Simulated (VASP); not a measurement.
# Ba (I4_1/amd) in VASP: further runs

Runs on Ba. Level: PBEsol. Tasks: single point.

All numbers are computed with VASP 6.6.1; they aren't measurements. Logs are shortened: lines on timing, memory, paths and dates and some standing lists are left out, and cuts for length are marked.

### 1 The cell of the first run

It takes space group I4_1/amd (No. 141, tetragonal). Conventional cell: a = 7.690 Å, b = 7.690 Å, c = 4.064 Å, α = 90.00°, β = 90.00°, γ = 90.00°. Ba (site symmetry -4m2) has 10 Ba at 3.98 to 4.91 Å within 5.2 Å.

### 2 Single point, PBEsol (Sr replaced by Ba, lengths x 1.062, strained)

The input, INCAR:

```
PREC = Accurate
ENCUT = 500
EDIFF = 1E-6
ISMEAR = 0
SIGMA = 0.1
LREAL = False
LASPH = True
NELM = 120
ALGO = Normal
ISIF = 2
LWAVE = False
LCHARG = False
GGA = PS
NBANDS = 17
GGA_COMPAT = False
```

The input, KPOINTS:

```
regular mesh
0
Gamma
  6 6 6
```

The input, POSCAR:

```
Ba
1.0
   -3.8448152776      3.8448152776      2.0320124289
    3.8448152776     -3.8448152776      2.0320124289
    3.8448152776      3.8448152776     -2.0320124289
Ba
2
Direct
    0.7500000000      0.2500000000      0.5000000000
    0.0000000000      0.0000000000      0.0000000000
```

Potentials or basis: VASP PAW PBE potentials, release 64 (Ba_sv).

Command:

```sh
$ cat potpaw_PBE.64/Ba_sv/POTCAR > POTCAR
$ mpirun -np 1 vasp_std > vasp.out
```

OUTCAR:

```text
PREC = Accurate
   ENCUT = 500
   EDIFF = 1E-6
   ISMEAR = 0
   LREAL = False
   LASPH = True
   NELM = 120
   ISIF = 2
   GGA = PS

 ion  position               nearest neighbor table
   1  0.750  0.250  0.500-   2 3.98   2 3.98   2 3.98   2 3.98
   2  0.000  0.000  0.000-   1 3.98   1 3.98   1 3.98   1 3.98

  LATTYP: Found a body centered tetragonal cell.
 ALAT       =     7.6896305552
 C/A-ratio  =     0.5285071667

  Lattice vectors:

 A1 = (  -3.8448152776,   3.8448152776,   2.0320124289)
 A2 = (   3.8448152776,  -3.8448152776,   2.0320124289)
 A3 = (   3.8448152776,   3.8448152776,  -2.0320124289)

Analysis of symmetry for initial positions (statically):
=====================================================================
 Subroutine PRICEL returns:
 Original cell was already a primitive cell.

 Routine SETGRP: Setting up the symmetry group for a
 body centered tetragonal supercell.

 Subroutine GETGRP returns: Found 16 space group operations
 (whereof  8 operations were pure point group operations)
 out of a pool of 16 trial point group operations.

The static configuration has the point symmetry D_2d.
 The point group associated with its full space group is D_4h.

Analysis of symmetry for dynamics (positions and initial velocities):
=====================================================================
 Subroutine PRICEL returns:
 Original cell was already a primitive cell.

 Routine SETGRP: Setting up the symmetry group for a
 body centered tetragonal supercell.

 Subroutine GETGRP returns: Found 16 space group operations
 (whereof  8 operations were pure point group operations)
 out of a pool of 16 trial point group operations.

The dynamic configuration has the point symmetry D_2d.
 The point group associated with its full space group is D_4h.

 Subroutine INISYM returns: Found 16 space group operations
 (whereof  8 operations are pure point group operations),
 and found     1 'primitive' translations

----------------------------------------------------------------------------------------

                                     Primitive cell

  volume of cell :     120.1537

  direct lattice vectors                    reciprocal lattice vectors
    -3.844815278  3.844815278  2.032012429     0.000000000  0.130045259  0.246061487
     3.844815278 -3.844815278  2.032012429     0.130045259  0.000000000  0.246061487
     3.844815278  3.844815278 -2.032012429     0.130045259  0.130045259  0.000000000

  length of vectors
     5.804677730  5.804677730  5.804677730     0.278312818  0.278312818  0.183911770

  position of ions in fractional coordinates (direct lattice)
     0.750000000  0.250000000  0.500000000
     0.000000000  0.000000000  0.000000000

  ion indices of the primitive-cell ions
   primitive index   ion index
                 1           1
                 2           2

----------------------------------------------------------------------------------------

 KPOINTS: regular mesh

Automatic generation of k-mesh.
 Grid dimensions read from file:
 generate k-points for:    6    6    6

 Generating k-lattice:

  Cartesian coordinates                     Fractional coordinates (reciprocal lattice)
     0.000000000  0.021674210  0.041010248     0.166666667  0.000000000  0.000000000
     0.021674210  0.000000000  0.041010248     0.000000000  0.166666667  0.000000000
     0.021674210  0.021674210  0.000000000     0.000000000  0.000000000  0.166666667

  Length of vectors
     0.046385470  0.046385470  0.030651962

  Shift w.r.t. Gamma in fractional coordinates (k-lattice)
     0.000000000  0.000000000  0.000000000

 Subroutine IBZKPT returns following result:
 ===========================================

 Found     30 irreducible k-points:

 Following reciprocal coordinates:
            Coordinates               Weight
  0.000000  0.000000  0.000000      1.000000
  0.166667 -0.000000  0.000000      8.000000
  0.333333 -0.000000  0.000000      8.000000
  0.500000  0.000000  0.000000      4.000000
  0.166667  0.166667  0.000000      8.000000
  0.333333  0.166667 -0.000000     16.000000
[... 16 lines left out ...]
 -0.333333 -0.333333  0.166667      8.000000
 -0.166667 -0.333333  0.166667      8.000000
 [... further k-points ...]
   k-points           NKPTS =     30   k-points in BZ     NKDIM =     30   number of bands    NBANDS=     17
   number of dos      NEDOS =    301   number of ions     NIONS =      2
   total plane-waves  NPLWV =  74088
   dimension x,y,z NGX =    42 NGY =   42 NGZ =   42
   dimension x,y,z NGXF=    84 NGYF=   84 NGZF=   84
   ions per type =               2
   NGX,Y,Z   is equivalent  to a cutoff of  12.03, 12.03, 12.03 a.u.
   NGXF,Y,Z  is equivalent  to a cutoff of  24.06, 24.06, 24.06 a.u.
 SYSTEM =  unknown system
   PREC   = accura    normal or accurate (medium, high low for compatibility)
   ISTART =      0    job   : 0-new  1-cont  2-samecut
   ICHARG =      2    charge: 1-file 2-atom 10-const
   ISPIN  =      1    spin polarized calculation?
   LNONCOLLINEAR =      F non collinear calculations
   LSORBIT =      F    spin-orbit coupling
   LASPH  =      T    aspherical Exc in radial PAW
   ENCUT  =  500.0 eV  36.75 Ry    6.06 a.u.  10.58 10.58 10.58*2*pi/ulx,y,z
   NELM   =    120;   NELMIN=  2; NELMDL= -5     # of ELM steps
   EDIFF  = 0.1E-05   stopping-criterion for ELM
   LREAL  =      F    real-space projection
   EDIFFG = 0.1E-04   stopping-criterion for IOM
   NSW    =      0    number of steps for IOM
   IBRION =     -1    ionic relax: 0-MD 1-quasi-New 2-CG
   NFREE  =      0    steps in history (QN), initial steepest desc. (CG)
   ISIF   =      2    stress and relaxation
   ISYM   =      2    0-nonsym 1-usesym 2-fastsym
   POTIM  = 0.5000    time-step for ionic-motion
   TEBEG  =    0.0;   TEEND  =   0.0 temperature during run
   PSTRESS=    0.0 pullay stress
   NELECT =      20.0000    total number of electrons
   NUPDOWN=      -1.0000    fix difference up-down
   EMIN   =  10.00;   EMAX   =-10.00  energy-range for DOS
   EFERMI =   0.00;   METHOD = LEGACY
   ISMEAR =     0;   SIGMA  =   0.10  broadening in eV -4-tet -1-fermi 0-gaus
   EFERMI_NEDOS =   21; number of points for ismear=-14 and -15
   IALGO  =     38    algorithm
   IMIX   =      4    mixing-type and parameters
     AMIX     =   0.40;   BMIX     =  1.00
     AMIX_MAG =   1.60;   BMIX_MAG =  1.00
  volume/ion in A,a.u.               =      60.08       405.42
  Fermi-wavevector in a.u.,A,eV,Ry     =   0.900546  1.701784 11.034086  0.810982
  Thomas-Fermi vector in A             =   2.023517
   LORBIT       =      0    0 simple, 1 ext, 2 COOP (PROOUT), +10 PAW based schemes
   GGA     = PS    functional components
   LHFCALC =     F    Hartree Fock is set to
   AEXX    =    0.0000 exact exchange contribution
   IVDW    =     0    specifies the selected vdW correction
   LEPSILON=     F    determine dielectric tensor
   LRPA    =     F    only Hartree local field effects (RPA)
 non-spin polarized calculation
 Gauss-broadening in eV      SIGMA  =   0.10
  energy-cutoff  :      500.00
  volume of cell :      120.15
 maximum number of plane-waves:      3068
   NGX = 21   NGY = 21   NGZ = 21

 number of electron      20.0000002 magnetization

 Free energy of the ion-electron system (eV)
  ---------------------------------------------------
  ext. energy  EPLUGINS =         0.00000000
  ---------------------------------------------------
  free energy    TOTEN  =        -3.95640701 eV

  energy without entropy =       -3.95112565  energy(sigma->0) =       -3.95376633

 E-fermi :   1.5956     XC(G=0):  -7.6518

 val. band max:        1.5396819799   @ k =  -0.3333  -0.3333   0.3333
 cond. band min:       1.6106900071   @ k =   0.3333   0.1667   0.1667
 fundamental gap:      0.0710080273
 Fermi energy:         1.5956278387

 k-point     1 :       0.0000    0.0000    0.0000
  band No.  band energies     occupation
      1     -27.3201      2.00000
      2     -27.2045      2.00000
      3     -12.7269      2.00000
      4     -12.7269      2.00000
      5     -12.1624      2.00000
      6     -12.1560      2.00000
[... 9 lines left out ...]
     16       4.9253      0.00000
     17       4.9254      0.00000

 k-point     2 :       0.1667   -0.0000    0.0000
  band No.  band energies     occupation
      1     -27.3029      2.00000
      2     -27.2004      2.00000
      3     -12.7114      2.00000
      4     -12.6704      2.00000
      5     -12.3216      2.00000
      6     -12.3022      2.00000
[... 9 lines left out ...]
     16       4.5803      0.00000
     17       4.8768      0.00000

 k-point     3 :       0.3333   -0.0000    0.0000
  band No.  band energies     occupation
      1     -27.2659      2.00000
      2     -27.1946      2.00000
      3     -12.6792      2.00000
      4     -12.6622      2.00000
      5     -12.5954      2.00000
      6     -12.4649      2.00000
[... 9 lines left out ...]
     16       4.3972      0.00000
     17       4.7648      0.00000

 k-point     4 :       0.5000    0.0000    0.0000
  band No.  band energies     occupation
      1     -27.2447      2.00000
      2     -27.1944      2.00000
      3     -12.7857      2.00000
      4     -12.7134      2.00000
      5     -12.6624      2.00000
      6     -12.3876      2.00000
[... 9 lines left out ...]
     16       4.6500      0.00000
     17       5.0212      0.00000

 k-point     5 :       0.1667    0.1667    0.0000
  band No.  band energies     occupation
      1     -27.2709      2.00000
      2     -27.1897      2.00000
      3     -12.6871      2.00000
      4     -12.6448      2.00000
      5     -12.5581      2.00000
      6     -12.5558      2.00000
[... 9 lines left out ...]
     16       4.3980      0.00000
     17       4.6989      0.00000

 k-point     6 :       0.3333    0.1667   -0.0000
  band No.  band energies     occupation
      1     -27.2447      2.00000
      2     -27.1944      2.00000
      3     -12.7982      2.00000
      4     -12.7118      2.00000
      5     -12.6128      2.00000
      6     -12.4917      2.00000
[... 9 lines left out ...]
     16       4.6873      0.00000
     17       5.0728      0.00000

 k-point     7 :       0.5000    0.1667    0.0000
  band No.  band energies     occupation
      1     -27.2529      2.00000
      2     -27.2076      2.00000
      3     -12.7057      2.00000
      4     -12.6153      2.00000
      5     -12.6083      2.00000
      6     -12.3866      2.00000
[... 9 lines left out ...]
     16       4.3769      0.00000
     17       4.8551      0.00000

 k-point     8 :      -0.3333    0.1667   -0.0000
  band No.  band energies     occupation
      1     -27.2892      2.00000
      2     -27.2141      2.00000
      3     -12.6939      2.00000
      4     -12.5820      2.00000
      5     -12.3852      2.00000
      6     -12.2954      2.00000
[... 9 lines left out ...]
     16       4.4472      0.00000
     17       4.5134      0.00000
[... 203 lines left out ...]
      1     -27.2795      2.00000
      2     -27.2234      2.00000
      3     -12.7530      2.00000
      4     -12.5249      2.00000
      5     -12.4455      2.00000
      6     -12.2858      2.00000
[... 9 lines left out ...]
     16       4.7585      0.00000
     17       5.0386      0.00000

 k-point    20 :       0.5000    0.5000    0.1667
  band No.  band energies     occupation
      1     -27.2620      2.00000
      2     -27.2620      2.00000
      3     -12.6568      2.00000
      4     -12.6568      2.00000
      5     -12.2999      2.00000
      6     -12.2999      2.00000
[... 9 lines left out ...]
     16       4.2746      0.00000
     17       5.4397      0.00000

 k-point    21 :      -0.3333    0.5000    0.1667
  band No.  band energies     occupation
      1     -27.2639      2.00000
      2     -27.2387      2.00000
      3     -12.7410      2.00000
      4     -12.6555      2.00000
      5     -12.3500      2.00000
      6     -12.3103      2.00000
[... 9 lines left out ...]
     16       4.4578      0.00000
     17       4.5054      0.00000

 k-point    22 :      -0.1667    0.5000    0.1667
  band No.  band energies     occupation
      1     -27.2510      2.00000
      2     -27.2091      2.00000
      3     -12.7088      2.00000
      4     -12.6950      2.00000
      5     -12.5745      2.00000
      6     -12.5053      2.00000
[... 9 lines left out ...]
     16       3.9569      0.00000
     17       4.7229      0.00000

 k-point    23 :      -0.3333   -0.3333    0.1667
  band No.  band energies     occupation
      1     -27.2500      2.00000
      2     -27.2099      2.00000
      3     -12.7324      2.00000
      4     -12.6833      2.00000
      5     -12.5777      2.00000
      6     -12.5531      2.00000
[... 9 lines left out ...]
     16       4.1058      0.00000
     17       4.9000      0.00000

 k-point    24 :      -0.1667   -0.3333    0.1667
  band No.  band energies     occupation
      1     -27.2527      2.00000
      2     -27.1861      2.00000
      3     -12.7772      2.00000
      4     -12.6802      2.00000
      5     -12.6639      2.00000
      6     -12.6067      2.00000
[... 9 lines left out ...]
     16       4.0879      0.00000
     17       5.6088      0.00000

 [... further k-points ...]
[... 5 lines left out ...]
  --------------------------------------------------------------------------------------
  -------------------------------------------------------------------------------------
  Total       -0.5980535     -0.5980535     -0.1695982      0.0000000     -0.0000000      0.0000000
  in kB       -7.9746810     -7.9746810     -2.2614888      0.0000000     -0.0000000      0.0000000
  external PRESSURE =      -6.0702836 kB  Pullay stress =       0.0000000 kB

 VOLUME and BASIS-vectors are now :
 -----------------------------------------------------------------------------
  energy-cutoff  :      500.00
  volume of cell :      120.15
      direct lattice vectors                 reciprocal lattice vectors
    -3.844815278  3.844815278  2.032012429     0.000000000  0.130045259  0.246061487
     3.844815278 -3.844815278  2.032012429     0.130045259  0.000000000  0.246061487
     3.844815278  3.844815278 -2.032012429     0.130045259  0.130045259  0.000000000

 POSITION                                       TOTAL-FORCE (eV/Angst)
 -----------------------------------------------------------------------------------
      0.00000      3.84482      1.01601         0.000000      0.000000     -0.000000
      0.00000      0.00000      0.00000        -0.000000     -0.000000      0.000000
 -----------------------------------------------------------------------------------
    total drift:                               -0.000000     -0.000000      0.000000

  FREE ENERGIE OF THE ION-ELECTRON SYSTEM (eV)
  ---------------------------------------------------
  free  energy   TOTEN  =        -3.9564070087 eV

  energy  without entropy=       -3.9511256481  energy(sigma->0) =       -3.95376633
```

Run time: 33 s. Hardware: 1 thread of AMD EPYC 9R45 (Zen 5), shared host; peak memory 0.23 GiB.

Results:

```
Free energy            : -3.9564 eV
Pressure               : -0.6 GPa
Band gap on the k mesh : zero (band 10 reaches 1.62 eV, above the bottom of band 11 at 1.61 eV)
```

Caveat: the cell differs from its parent crystal (Sr replaced by Ba, lengths x 1.062, strained); the PAW data sets were made with another functional, which shifts forces and pressure a little; spin-orbit coupling is left out, which moves the levels of the heavy elements.

(Continued in part 2 of 2.)
